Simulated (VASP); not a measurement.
**Au: single point with r2SCAN**

Au:

```
Au
1.0
    -1.59675    1.59675    1.63769
     1.59675   -1.59675    1.63769
     1.59675    1.59675   -1.63769
Au
1
Cartesian
  0.0000 0.0000 0.0000
```

This cell differs from its parent crystal: strain -0.025 along x and y, +0.000 along z.

```
Program             : VASP 6.6.1
Task                : single point
Functional          : r2SCAN
Potentials or basis : VASP PAW PBE potentials, release 64 (Au)
Cutoff              : 520 eV
k mesh              : 26 × 26 × 26
Occupations         : gaussian, width 0.15 eV
Spin                : no spin polarisation
```

```yaml
Pressure: 9.6 GPa
Band_gap_on_the_k_mesh: zero (an odd number of electrons rules out a gap without spin polarisation)
```

Stress tensor (GPa, compression positive):
```
9.55 0.00 0.00
0.00 9.55 0.00
0.00 0.00 9.79
```

Levels at points of the mesh, in eV from the Fermi level:
```csv
k point,band 4,band 5,band 6,band 7,band 8,band 9
"(0.00, 0.00, 0.00)",-5.17,-3.35,-3.15,17.10,17.56,17.56
"(0.50, 0.00, 0.00)",-3.04,-1.57,-0.64,3.74,13.22,14.88
"(0.50, 0.50, 0.00)",-2.97,-1.53,-0.49,3.96,12.86,14.27
"(0.50, 0.50, 0.50)",-1.95,-1.95,6.15,6.92,6.92,10.37
```

Run time: 16 min on 1 thread of Oxide Virtual Turin-like Processor, with other jobs on the host, peak memory 0.33 GiB.

Caveat: the cell differs from its parent crystal (strain -0.025 along x and y, +0.000 along z); the cell stands under pressure; the PAW data sets were made with another functional, which shifts forces and pressure a little; spin-orbit coupling is left out, which moves the levels of the heavy elements.
